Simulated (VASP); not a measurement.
# Zr3C2N (P6/mmm) in VASP: further runs

The runs below take Zr3C2N through single point, relaxation of cell and atoms, with PBE.

All numbers are computed with VASP 6.6.1; they aren't measurements. Logs are shortened: lines on timing, memory, paths and dates and some standing lists are left out, and cuts for length are marked.

### Step 1. The cell of the first run

The structure is hexagonal, space group P6/mmm (No. 191). Conventional cell: a = 5.948 Å, b = 5.948 Å, c = 3.108 Å, α = 90.00°, β = 90.00°, γ = 120.00°. Zr (site symmetry mmm) has 4 C at 2.32 Å and 4 Zr at 2.97 Å within 3.1 Å. Within 3.1 Å of C (site symmetry -6m2) lie 6 Zr at 2.32 Å. N (site symmetry 6/mmm) has 2 N at 3.11 Å and 12 Zr at 3.36 Å and 6 C at 3.43 Å within 4.1 Å.

### Step 2. Single point, PBE

The input, INCAR:

```
PREC = Accurate ; ENCUT = 520
EDIFF = 1E-7 ; ISMEAR = 0
SIGMA = 0.1 ; LREAL = F
LASPH = T ; NELM = 100
ALGO = Normal ; ISIF = 2
LWAVE = F ; LCHARG = F
GGA = PE ; NBANDS = 34
```

The input, KPOINTS:

```
Automatic mesh
0
Gamma
  6 6 6
```

The input, POSCAR:

```
Zr3C2N
1.0
    5.9476256421      0.0000000032      0.0000000000
   -2.9738128238      5.1507948966      0.0000000000
    0.0000000000      0.0000000000      3.1081775752
Zr C N
3 2 1
Direct
    0.5000000000      0.0000000000      0.5000000000
    0.5000000000      0.5000000000      0.5000000000
    0.0000000000      0.5000000000      0.5000000000
    0.3333333333      0.6666666667      0.0000000000
    0.6666666667      0.3333333333      0.0000000000
    0.0000000000      0.0000000000      0.0000000000
```

Potentials or basis: VASP PAW PBE potentials, release 64 (Zr_sv, C, N).

On the command line:

```
cat potpaw_PBE.64/Zr_sv/POTCAR potpaw_PBE.64/C/POTCAR potpaw_PBE.64/N/POTCAR > POTCAR
mpirun -np 1 vasp_std > vasp.out
```

OUTCAR:

```text
PREC = Accurate
   ENCUT = 520
   EDIFF = 1E-7
   ISMEAR = 0
   LREAL = F
   LASPH = T
   NELM = 100
   ISIF = 2
   GGA = PE

 ion  position               nearest neighbor table
   1  0.500  0.000  0.500-   4 2.32   5 2.32   4 2.32   5 2.32   2 2.97   2 2.97   3 2.97   3 2.97

   2  0.500  0.500  0.500-   4 2.32   5 2.32   4 2.32   5 2.32   1 2.97   1 2.97   3 2.97   3 2.97

   3  0.000  0.500  0.500-   4 2.32   5 2.32   4 2.32   5 2.32   1 2.97   1 2.97   2 2.97   2 2.97

   4  0.333  0.667  0.000-   1 2.32   1 2.32   3 2.32   3 2.32   2 2.32   2 2.32
   5  0.667  0.333  0.000-   1 2.32   1 2.32   3 2.32   3 2.32   2 2.32   2 2.32
   6  0.000  0.000  0.000-

  LATTYP: Found a hexagonal cell.
 ALAT       =     5.9476256421
 C/A-ratio  =     0.5225913267

  Lattice vectors:

 A1 = (   5.9476256421,   0.0000000032,   0.0000000000)
 A2 = (  -2.9738128238,   5.1507948966,   0.0000000000)
 A3 = (   0.0000000000,   0.0000000000,   3.1081775752)

Analysis of symmetry for initial positions (statically):
=====================================================================
 Subroutine PRICEL returns:
 Original cell was already a primitive cell.

 Routine SETGRP: Setting up the symmetry group for a
 hexagonal supercell.

 Subroutine GETGRP returns: Found 24 space group operations
 (whereof 24 operations were pure point group operations)
 out of a pool of 24 trial point group operations.

The static configuration has the point symmetry D_6h.

Analysis of symmetry for dynamics (positions and initial velocities):
=====================================================================
 Subroutine PRICEL returns:
 Original cell was already a primitive cell.

 Routine SETGRP: Setting up the symmetry group for a
 hexagonal supercell.

 Subroutine GETGRP returns: Found 24 space group operations
 (whereof 24 operations were pure point group operations)
 out of a pool of 24 trial point group operations.

The dynamic configuration has the point symmetry D_6h.

 Subroutine INISYM returns: Found 24 space group operations
 (whereof 24 operations are pure point group operations),
 and found     1 'primitive' translations

----------------------------------------------------------------------------------------

                                     Primitive cell

  volume of cell :      95.2190

  direct lattice vectors                    reciprocal lattice vectors
     5.947625642  0.000000003  0.000000000     0.168134321  0.097072396  0.000000000
    -2.973812824  5.150794897  0.000000000    -0.000000000  0.194144791  0.000000000
     0.000000000  0.000000000  3.108177575     0.000000000  0.000000000  0.321731940
[... 98 lines left out ...]
   ISIF   =      2    stress and relaxation
   ISYM   =      2    0-nonsym 1-usesym 2-fastsym
   POTIM  = 0.5000    time-step for ionic-motion
   TEBEG  =    0.0;   TEEND  =   0.0 temperature during run
   PSTRESS=    0.0 pullay stress
   NELECT =      49.0000    total number of electrons
   NUPDOWN=      -1.0000    fix difference up-down
   EMIN   =  10.00;   EMAX   =-10.00  energy-range for DOS
   EFERMI =   0.00;   METHOD = LEGACY
   ISMEAR =     0;   SIGMA  =   0.10  broadening in eV -4-tet -1-fermi 0-gaus
   EFERMI_NEDOS =   21; number of points for ismear=-14 and -15
   IALGO  =     38    algorithm
   IMIX   =      4    mixing-type and parameters
     AMIX     =   0.40;   BMIX     =  1.00
     AMIX_MAG =   1.60;   BMIX_MAG =  1.00
  volume/ion in A,a.u.               =      15.87       107.09
  Fermi-wavevector in a.u.,A,eV,Ry     =   1.311895  2.479121 23.416545  1.721068
  Thomas-Fermi vector in A             =   2.442325
   LORBIT       =      0    0 simple, 1 ext, 2 COOP (PROOUT), +10 PAW based schemes
   GGA     = PE    functional components
   LHFCALC =     F    Hartree Fock is set to
   AEXX    =    0.0000 exact exchange contribution
   IVDW    =     0    specifies the selected vdW correction
   LEPSILON=     F    determine dielectric tensor
   LRPA    =     F    only Hartree local field effects (RPA)
 non-spin polarized calculation
 Gauss-broadening in eV      SIGMA  =   0.10
  energy-cutoff  :      520.00
  volume of cell :       95.22
 maximum number of plane-waves:      2584
 NGX is ok and might be reduce to    48
   NGX = 23   NGY = 23   NGZ = 11

 number of electron      49.0000000 magnetization

 Free energy of the ion-electron system (eV)
  ---------------------------------------------------
  ext. energy  EPLUGINS =         0.00000000
  ---------------------------------------------------
  free energy    TOTEN  =       -49.22483558 eV

  energy without entropy =      -49.19343093  energy(sigma->0) =      -49.20913325

 E-fermi :   7.2156     XC(G=0): -10.9573

 val. band max:        7.2124835243   @ k =   0.1667   0.1667   0.5000
 cond. band min:       7.2338540811   @ k =   0.1667   0.0000   0.0000
 fundamental gap:      0.0213705568
 Fermi energy:         7.2155709804

 k-point     1 :       0.0000    0.0000    0.0000
  band No.  band energies     occupation
      1     -41.5388      2.00000
      2     -41.3633      2.00000
      3     -41.3633      2.00000
      4     -20.4273      2.00000
      5     -19.9460      2.00000
      6     -19.9460      2.00000
[... 877 lines left out ...]
     33      11.0770      0.00000
     34      12.7483      0.00000

 [... further k-points ...]

------------------------ aborting loop because EDIFF is reached ----------------------------------------

  FORCE on cell =-STRESS in cart. coord.  units (eV):
  Direction    XX          YY          ZZ          XY          YZ          ZX
  --------------------------------------------------------------------------------------
  -------------------------------------------------------------------------------------
  Total        0.1233928      0.1233928      0.1156534      0.0000000     -0.0000000      0.0000000
  in kB        2.0762360      2.0762360      1.9460102      0.0000000     -0.0000000      0.0000000
  external PRESSURE =       2.0328274 kB  Pullay stress =       0.0000000 kB

 VOLUME and BASIS-vectors are now :
 -----------------------------------------------------------------------------
  energy-cutoff  :      520.00
  volume of cell :       95.22
      direct lattice vectors                 reciprocal lattice vectors
     5.947625642  0.000000003  0.000000000     0.168134321  0.097072396  0.000000000
    -2.973812824  5.150794897  0.000000000    -0.000000000  0.194144791  0.000000000
     0.000000000  0.000000000  3.108177575     0.000000000  0.000000000  0.321731940

 POSITION                                       TOTAL-FORCE (eV/Angst)
 -----------------------------------------------------------------------------------
      2.97381      0.00000      1.55409         0.000000     -0.000000      0.000000
      1.48691      2.57540      1.55409         0.000000     -0.000000      0.000000
     -1.48691      2.57540      1.55409         0.000000     -0.000000      0.000000
     -0.00000      3.43386      0.00000        -0.000000      0.000000      0.000000
      2.97381      1.71693      0.00000         0.000000     -0.000000      0.000000
      0.00000      0.00000      0.00000         0.000000     -0.000000      0.000000
 -----------------------------------------------------------------------------------
    total drift:                               -0.000000      0.000000     -0.000000

  FREE ENERGIE OF THE ION-ELECTRON SYSTEM (eV)
  ---------------------------------------------------
  free  energy   TOTEN  =       -49.2248355785 eV

  energy  without entropy=      -49.1934309301  energy(sigma->0) =      -49.20913325
```

stdout:

```text
POSCAR found type information on POSCAR ZrC N
 POSCAR found :  3 types and       6 ions
 scaLAPACK will be used
 LDA part: xc-table for (Slater+PW92), standard interpolation
 POSCAR, INCAR and KPOINTS ok, starting setup
 FFT: planning ... GRIDC
 FFT: planning ... GRID_SOFT
 FFT: planning ... GRID
 WAVECAR not read
 entering main loop
```

Run time: 77 s. Hardware: 1 thread of Intel Xeon Platinum 8488C (Sapphire Rapids), shared host; peak memory 0.26 GiB.

What came out:

```
Free energy : -49.2248 eV
Pressure    : 0.2 GPa
```

### Step 3. Relaxation of cell and atoms, PBE

This run uses another cell than the first one, of 13.35 Å³/atom, 0.841 times its volume.

The input, INCAR:

```
SYSTEM = Zr3C2N
  PREC = Accurate
  ENCUT = 600
  EDIFF = 1E-6
  ISMEAR = 0
  SIGMA = 0.1
  LREAL = .False.
  LASPH = .True.
  NELM = 100
  ALGO = Normal
  ISIF = 3
  LWAVE = .False.
  LCHARG = .False.
  GGA = PE
  IBRION = 2
  NSW = 90
  EDIFFG = -0.04
```

The input, KPOINTS:

```
regular mesh
0
Gamma
  6 6 6
  0 0 0
```

The input, POSCAR:

```
Zr3C2N
1.0
    5.3448920500      0.0000000000      0.0000000000
   -2.6724460300      4.6288123000      0.0000000000
    0.0000000000      0.0000000000      3.2380279300
Zr C N
3 2 1
Direct
    0.5000000000      0.0000000000      0.5000000000
    0.5000000000      0.5000000000      0.5000000000
    0.0000000000      0.5000000000      0.5000000000
    0.3333333300      0.6666666700      0.0000000000
    0.6666666700      0.3333333300      0.0000000000
    0.0000000000      0.0000000000      0.0000000000
```

Potentials or basis: VASP PAW PBE potentials, release 64 (Zr_sv, C, N).

On the command line:

```
cat potpaw_PBE.64/Zr_sv/POTCAR potpaw_PBE.64/C/POTCAR potpaw_PBE.64/N/POTCAR > POTCAR
mpirun -np 1 vasp_std > vasp.out
```

OUTCAR:

```text
SYSTEM = Zr3C2N
   PREC = Accurate
   ENCUT = 600
   EDIFF = 1E-6
   ISMEAR = 0
   LREAL = .False.
   LASPH = .True.
   NELM = 100
   ISIF = 3
   GGA = PE
   IBRION = 2
   NSW = 90
   EDIFFG = -0.04

 ion  position               nearest neighbor table
   1  0.500  0.000  0.500-   4 2.24   5 2.24   4 2.24   5 2.24   3 2.67   3 2.67   2 2.67   2 2.67

   2  0.500  0.500  0.500-   4 2.24   5 2.24   4 2.24   5 2.24   3 2.67   3 2.67   1 2.67   1 2.67

   3  0.000  0.500  0.500-   4 2.24   5 2.24   4 2.24   5 2.24   2 2.67   2 2.67   1 2.67   1 2.67

   4  0.333  0.667  0.000-   3 2.24   3 2.24   1 2.24   1 2.24   2 2.24   2 2.24
   5  0.667  0.333  0.000-   3 2.24   3 2.24   1 2.24   1 2.24   2 2.24   2 2.24
   6  0.000  0.000  0.000-

  LATTYP: Found a hexagonal cell.
 ALAT       =     5.3448920500
 C/A-ratio  =     0.6058172737

  Lattice vectors:

 A1 = (   5.3448920500,   0.0000000000,   0.0000000000)
 A2 = (  -2.6724460300,   4.6288123000,   0.0000000000)
 A3 = (   0.0000000000,   0.0000000000,   3.2380279300)

Analysis of symmetry for initial positions (statically):
=====================================================================
 Subroutine PRICEL returns:
 Original cell was already a primitive cell.

 Routine SETGRP: Setting up the symmetry group for a
 hexagonal supercell.

 Subroutine GETGRP returns: Found 24 space group operations
 (whereof 24 operations were pure point group operations)
 out of a pool of 24 trial point group operations.

The static configuration has the point symmetry D_6h.

Analysis of symmetry for dynamics (positions and initial velocities):
=====================================================================
 Subroutine PRICEL returns:
 Original cell was already a primitive cell.

 Routine SETGRP: Setting up the symmetry group for a
[... 139 lines left out ...]
   GGA     = PE    functional components
   LHFCALC =     F    Hartree Fock is set to
   AEXX    =    0.0000 exact exchange contribution
   IVDW    =     0    specifies the selected vdW correction
   LEPSILON=     F    determine dielectric tensor
   LRPA    =     F    only Hartree local field effects (RPA)
 conjugate gradient relaxation of ions
 non-spin polarized calculation
 Gauss-broadening in eV      SIGMA  =   0.10
  energy-cutoff  :      600.00
  volume of cell :       80.11
 maximum number of plane-waves:      2703
 NGX is ok and might be reduce to    48
   NGX = 21   NGY = 21   NGZ = 13

--------------------------------------- Ionic step        1  -------------------------------------------

 number of electron      49.0000001 magnetization

 Free energy of the ion-electron system (eV)
  ---------------------------------------------------
  ext. energy  EPLUGINS =         0.00000000
  ---------------------------------------------------
  free energy    TOTEN  =       -46.99875846 eV

  energy without entropy =      -46.97648889  energy(sigma->0) =      -46.98762368

------------------------ aborting loop because EDIFF is reached ----------------------------------------

  FORCE on cell =-STRESS in cart. coord.  units (eV):
  Direction    XX          YY          ZZ          XY          YZ          ZX
  --------------------------------------------------------------------------------------
  -------------------------------------------------------------------------------------
  Total       20.2895064     20.2895065      1.7703397     -0.0000000      0.0000000      0.0000000
  in kB      405.7821747    405.7821755     35.4060998     -0.0000004      0.0000000      0.0000000
  external PRESSURE =     282.3234833 kB  Pullay stress =       0.0000000 kB
[... 227 lines left out ...]
--------------------------------------- Ionic step        7  -------------------------------------------

 number of electron      49.0000001 magnetization

 Free energy of the ion-electron system (eV)
  ---------------------------------------------------
  ext. energy  EPLUGINS =         0.00000000
  ---------------------------------------------------
  free energy    TOTEN  =       -49.21568224 eV

  energy without entropy =      -49.18422302  energy(sigma->0) =      -49.19995263

 E-fermi :   7.2047     XC(G=0): -10.9517

 val. band max:        7.2006655175   @ k =   0.1667   0.1667   0.5000
 cond. band min:       7.2235841332   @ k =   0.1667   0.0000   0.0000
 fundamental gap:      0.0229186157
 Fermi energy:         7.2046892184

 k-point     1 :       0.0000    0.0000    0.0000
  band No.  band energies     occupation
      1     -41.5535      2.00000
      2     -41.3791      2.00000
      3     -41.3791      2.00000
      4     -20.4370      2.00000
      5     -19.9592      2.00000
      6     -19.9592      2.00000
[... 757 lines left out ...]
     28       9.1647      0.00000
     29       9.1805      0.00000

 [... further k-points ...]

------------------------ aborting loop because EDIFF is reached ----------------------------------------

  FORCE on cell =-STRESS in cart. coord.  units (eV):
  Direction    XX          YY          ZZ          XY          YZ          ZX
  --------------------------------------------------------------------------------------
  -------------------------------------------------------------------------------------
  Total       -0.0107508     -0.0107508      0.0372369      0.0000000     -0.0000000      0.0000000
  in kB       -0.1806810     -0.1806810      0.6258158      0.0000000     -0.0000000      0.0000000
  external PRESSURE =       0.0881513 kB  Pullay stress =       0.0000000 kB
[... 21 lines left out ...]
  FREE ENERGIE OF THE ION-ELECTRON SYSTEM (eV)
  ---------------------------------------------------
  free  energy   TOTEN  =       -49.2156822352 eV

  energy  without entropy=      -49.1842230235  energy(sigma->0) =      -49.19995263

 reached required accuracy - stopping structural energy minimisation
```

OSZICAR:

```text
N       E                     dE             d eps       ncg     rms          rms(c)
DAV:   1     0.508800801879E+03    0.50880E+03   -0.28555E+04  1624   0.188E+03
DAV:   2    -0.530088988483E+01   -0.51410E+03   -0.50017E+03  1876   0.495E+02
DAV:   3    -0.547783899431E+02   -0.49478E+02   -0.47745E+02  2776   0.120E+02
[... 91 lines left out ...]
DAV:   4    -0.492153986053E+02    0.39006E-02   -0.12830E-02  2617   0.455E-01    0.147E-01
DAV:   5    -0.492155681622E+02   -0.16956E-03   -0.87397E-04  2346   0.120E-01    0.891E-02
DAV:   6    -0.492156854006E+02   -0.11724E-03   -0.46955E-04  2578   0.906E-02    0.280E-02
DAV:   7    -0.492156829355E+02    0.24651E-05   -0.57783E-05  2489   0.316E-02    0.185E-02
DAV:   8    -0.492156822352E+02    0.70033E-06   -0.83496E-06  1858   0.132E-02
   7 F= -.49215682E+02 E0= -.49199953E+02  d E =-.494358E-02
```

Wall time 7 min (1 thread of Intel Xeon Platinum 8488C (Sapphire Rapids), shared host); peak memory 0.29 GiB.

Results:

* Free energy: -49.2157 eV
* Relaxed volume: 15.89 Å³/atom
* Relaxed cell: a = 5.951 Å, b = 5.951 Å, c = 3.108 Å, α = 90.00°, β = 90.00°, γ = 120.00°
* Space group after relaxing (to 0.05 Å): P6/mmm (No. 191)
* Energy gained by relaxing: 369.5 meV/atom
* Ionic steps: 7
* Pressure after relaxing: 0.0 GPa

Stress tensor (GPa, compression positive):
```
-0.02  0.00  0.00
 0.00 -0.02  0.00
 0.00  0.00  0.06
```

The path:
| step | energy change (eV) | largest force (eV/Å) | pressure (GPa) | volume (Å³) |
| --- | --- | --- | --- | --- |
| 1 | 0.0000 | 0.0000 | 28.23 | 80.11 |
| 2 | -1.3861 | 0.0000 | -15.90 | 109.92 |
| 3 | -1.9482 | 0.0000 | -5.31 | 98.22 |
| 4 | -2.1046 | 0.0000 | 1.61 | 95.06 |
| 5 | -2.2120 | 0.0000 | -1.42 | 96.34 |
| 6 | -2.2151 | 0.0000 | 0.90 | 94.72 |
| 7 | -2.2169 | 0.0000 | 0.01 | 95.33 |

Final structure:
```cif
data_structure
_symmetry_space_group_name_H-M 'P 1'
_symmetry_Int_Tables_number 1
_cell_length_a 5.9510
_cell_length_b 5.9510
_cell_length_c 3.1084
_cell_angle_alpha 90.000
_cell_angle_beta 90.000
_cell_angle_gamma 120.000
_cell_volume 95.33
loop_
_atom_site_label
_atom_site_type_symbol
_atom_site_fract_x
_atom_site_fract_y
_atom_site_fract_z
_atom_site_occupancy
Zr1 Zr 0.50000 0.00000 0.50000 1
Zr2 Zr 0.50000 0.50000 0.50000 1
Zr3 Zr 0.00000 0.50000 0.50000 1
C1 C 0.33333 0.66667 0.00000 1
C2 C 0.66667 0.33333 0.00000 1
N1 N 0.00000 0.00000 0.00000 1
```

Caveat: the volume moved by over 15 % at a fixed basis, so the end points are rough.
